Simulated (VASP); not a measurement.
Runs of VASP 6.6.1 on GaN. The structure is that of space group Fm-3m (No. 225), or close to it. The cells are those of the table. 

```csv
cell,gap on the mesh (eV),pressure (GPa)
"a = 2.958 Å, angles 60.0°, 2 atoms",0.63,0.8
"a = 3.020 Å, angles 60.0°, 2 atoms",0.24,(c)
"a = 3.079 Å, angles 60.0°, 2 atoms",(a),-21.6
"a = 2.979 Å, angles 60.0°, 2 atoms",0.49,-4.2
"a = 3.059 Å, angles 60.0°, 2 atoms",0.01,-19.1
"a = 2.999 Å, angles 60.0°, 2 atoms",0.36,(b)
```

Alike in all rows: task single point; level LDA; potentials or basis VASP PAW LDA potentials, release 64 (Ga_d, N); no spin polarisation; k mesh 8 × 8 × 8; cutoff (eV) 600; smearing gaussian 0.01 eV.

Task: Estimate the missing entries.

Result: (a) none; (b) -8.7; (c) -12.7.

A k mesh can miss the band edges, and the runs leave out spin-orbit coupling on Ga.
